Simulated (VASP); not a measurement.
# SiBBr (P4/mmm) in VASP: further runs, part 2 of 2

VASP 6.6.1.

## Step 4: Relaxation of cell and atoms, PBE

This run uses another cell than the first one, of 18.43 Å³/atom, 0.870 times its volume.

INCAR reads:

```
SYSTEM = SiBBr
  PREC = Accurate
  ENCUT = 600
  EDIFF = 1E-6
  ISMEAR = 0
  SIGMA = 0.1
  LREAL = .False.
  LASPH = .True.
  NELM = 60
  ALGO = Normal
  ISIF = 3
  LWAVE = .False.
  LCHARG = .False.
  GGA = PE
  IBRION = 2
  NSW = 100
  EDIFFG = -0.01
```

KPOINTS reads:

```
Automatic mesh
0
Gamma
  14 14 8
  0 0 0
```

POSCAR reads:

```
SiBBr
1.0
    3.1147481663      0.0000000000      0.0000000000
    0.0000000000      3.1147481663      0.0000000000
    0.0000000000      0.0000000000      5.6988760737
Si B Br
1 1 1
Direct
    0.0000000000      0.0000000000      0.5000000000
    0.5000000000      0.5000000000      0.0000000000
    0.0000000000      0.0000000000      0.0000000000
```

Potentials or basis: VASP PAW PBE potentials, release 64 (Si, B, Br).

Command:

```bash
$ cat potpaw_PBE.64/Si/POTCAR potpaw_PBE.64/B/POTCAR potpaw_PBE.64/Br/POTCAR > POTCAR
$ mpirun -np 1 vasp_std > vasp.out
```

OUTCAR:

```text
SYSTEM = SiBBr
   PREC = Accurate
   ENCUT = 600
   EDIFF = 1E-6
   ISMEAR = 0
   LREAL = .False.
   LASPH = .True.
   NELM = 60
   ISIF = 3
   GGA = PE
   IBRION = 2
   NSW = 100
   EDIFFG = -0.01

 ion  position               nearest neighbor table
   1  0.000  0.000  0.500-   3 2.85   3 2.85
   2  0.500  0.500  0.000-   3 2.20   3 2.20   3 2.20   3 2.20
   3  0.000  0.000  0.000-   2 2.20   2 2.20   2 2.20   2 2.20   1 2.85   1 2.85

  LATTYP: Found a simple tetragonal cell.
 ALAT       =     3.1147481663
 C/A-ratio  =     1.8296426451

  Lattice vectors:

 A1 = (   3.1147481663,   0.0000000000,   0.0000000000)
 A2 = (   0.0000000000,   3.1147481663,   0.0000000000)
 A3 = (   0.0000000000,   0.0000000000,   5.6988760737)

Analysis of symmetry for initial positions (statically):
=====================================================================
 Subroutine PRICEL returns:
[... 632 lines left out ...]

 number of electron      14.0000001 magnetization

------------------------ aborting loop because EDIFF is reached ----------------------------------------
[... 69 lines left out ...]
--------------------------------------- Ionic step       20  -------------------------------------------

 number of electron      14.0000001 magnetization

 Free energy of the ion-electron system (eV)
  ---------------------------------------------------
  ext. energy  EPLUGINS =         0.00000000
  ---------------------------------------------------
  free energy    TOTEN  =        -8.09767082 eV

  energy without entropy =       -8.09277658  energy(sigma->0) =       -8.09522370

 E-fermi :   4.0670     XC(G=0):  -9.2467

 val. band max:        4.0489770644   @ k =   0.2857   0.2857   0.2500
 cond. band min:       4.0757306129   @ k =   0.5000   0.3571   0.1250
 fundamental gap:      0.0267535485
 Fermi energy:         4.0669592601

 k-point     1 :       0.0000    0.0000    0.0000
  band No.  band energies     occupation
      1     -13.8895      2.00000
      2      -3.6317      2.00000
      3      -3.1231      2.00000
      4      -0.8113      2.00000
      5      -0.8113      2.00000
      6       0.0844      2.00000
      7       5.9987      0.00000
      8       7.3138      0.00000
      9       7.3138      0.00000
     10       8.1105      0.00000
     11       8.4831      0.00000
[... 352 lines left out ...]
  FREE ENERGIE OF THE ION-ELECTRON SYSTEM (eV)
  ---------------------------------------------------
  free  energy   TOTEN  =        -8.0976708205 eV

  energy  without entropy=       -8.0927765829  energy(sigma->0) =       -8.09522370

 reached required accuracy - stopping structural energy minimisation
```

OSZICAR:

```text
N       E                     dE             d eps       ncg     rms          rms(c)
DAV:   1     0.470454449782E+02    0.47045E+02   -0.64649E+03  3960   0.121E+03
DAV:   2    -0.510390437691E+01   -0.52149E+02   -0.48757E+02  5464   0.162E+02
DAV:   3    -0.833028500986E+01   -0.32264E+01   -0.31409E+01  4872   0.387E+01
DAV:   4    -0.838138181662E+01   -0.51097E-01   -0.50788E-01  5035   0.524E+00
[... 171 lines left out ...]
DAV:   1    -0.809781855591E+01   -0.17368E-03   -0.47406E-03  4080   0.452E-01    0.498E-02
DAV:   2    -0.809769917214E+01    0.11938E-03   -0.29851E-04  4289   0.113E-01    0.273E-02
DAV:   3    -0.809767742256E+01    0.21750E-04   -0.42008E-05  4263   0.432E-02    0.145E-02
DAV:   4    -0.809767157478E+01    0.58478E-05   -0.74513E-06  4235   0.185E-02    0.101E-02
DAV:   5    -0.809767082046E+01    0.75433E-06   -0.15848E-06  2198   0.888E-03
  20 F= -.80976708E+01 E0= -.80952237E+01  d E =-.115103E-02
```

CONTCAR:

```text
SiBBr
   1.00000000000000
     3.4263700576576248   -0.0000000000000000    0.0000000000000000
     0.0000000000000000    3.4263700576576248    0.0000000000000000
     0.0000000000000002   -0.0000000000000000    5.4118144018274883
  Si              B               Br
     1     1     1
Direct
     1.0000000000000000    1.0000000000000000    0.5000000000000000
     0.5000000000000000    0.5000000000000000    0.0000000000000000
     0.0000000000000000    1.0000000000000000    0.0000000000000000

  0.00000000E+00  0.00000000E+00  0.00000000E+00
  0.00000000E+00  0.00000000E+00  0.00000000E+00
  0.00000000E+00  0.00000000E+00  0.00000000E+00
```

Wall time 22 min (1 thread of Oxide Virtual Turin-like, shared host); peak memory 0.3 GiB.

What came out:

| Item | Value |
| --- | --- |
| Free energy | -8.0977 eV |
| Relaxed volume | 21.18 Å³/atom |
| Relaxed cell | a = 3.426 Å, b = 3.426 Å, c = 5.412 Å, α = 90.00°, β = 90.00°, γ = 90.00° |
| Space group after relaxing (to 0.05 Å) | P4/mmm (No. 123) |
| Energy gained by relaxing | 17.2 meV/atom |
| Ionic steps | 20 |
| Pressure after relaxing | 0.0 GPa |
| Band gap on the k mesh | zero (band 7 reaches 6.00 eV, above the bottom of band 8 at 2.75 eV) |

Step by step:
| step | energy change (eV) | largest force (eV/Å) | pressure (GPa) | volume (Å³) |
| --- | --- | --- | --- | --- |
| 1 | 0.0000 | 0.0000 | 2.28 | 55.29 |
| 2 | -0.0275 | 0.0000 | -0.03 | 57.40 |
| 3 | -0.0295 | 0.0000 | -0.29 | 58.17 |
| 4 | -0.0304 | 0.0000 | -0.61 | 59.73 |
| 5 | -0.0354 | 0.0000 | -0.24 | 59.22 |
| 6 | -0.0375 | 0.0000 | 0.21 | 58.68 |
| 7 | -0.0375 | 0.0000 | 0.23 | 58.66 |
| 8 | -0.0381 | 0.0000 | 0.26 | 58.90 |
| 9 | -0.0397 | 0.0000 | 0.28 | 59.54 |
| 10 | -0.0439 | 0.0000 | 0.35 | 60.82 |
| 11 | -0.0475 | 0.0000 | 0.19 | 63.36 |
| 12 | -0.0476 | 0.0000 | 0.51 | 61.71 |
| 13 | -0.0499 | 0.0000 | 0.49 | 62.54 |
| 14 | -0.0499 | 0.0000 | 0.44 | 62.79 |
| 15 | -0.0500 | 0.0000 | 0.46 | 62.68 |
| 16 | -0.0504 | 0.0000 | 0.30 | 63.04 |
| 17 | -0.0505 | 0.0000 | 0.25 | 63.15 |
| 18 | -0.0509 | 0.0000 | 0.20 | 63.23 |
| 19 | -0.0516 | 0.0000 | 0.05 | 63.47 |
| 20 | -0.0516 | 0.0000 | 0.01 | 63.53 |

Final structure:
```
Si B Br
1.0
     3.42637    0.00000    0.00000
     0.00000    3.42637    0.00000
     0.00000    0.00000    5.41181
Si B Br
1 1 1
Direct
  0.00000 0.00000 0.50000
  0.50000 0.50000 0.00000
  0.00000 0.00000 0.00000
```

## Step 5: Overview

| task | cell | k mesh | cutoff (eV) | gap on the mesh (eV) | pressure (GPa) |
| --- | --- | --- | --- | --- | --- |
| single point | a = 3.427, b = 3.427, c = 5.410 Å, 3 atoms | 14 × 14 × 8 | 520 | none | 0.0 |
| single point | a = 3.427, b = 3.427, c = 5.407 Å, 3 atoms | 14 × 14 × 10 | 520 | none | 0.0 |
| relaxation of cell and atoms | relaxed from a = 3.115, b = 3.115, c = 5.699 Å, 3 atoms | 14 × 14 × 8 | 600 | none | 0.0 |

Alike in all rows: level PBE; potentials or basis VASP PAW PBE potentials, release 64 (Si, B, Br); no spin polarisation; smearing gaussian 0.1 eV.

Absolute energies hang on the potentials; compare differences alone.
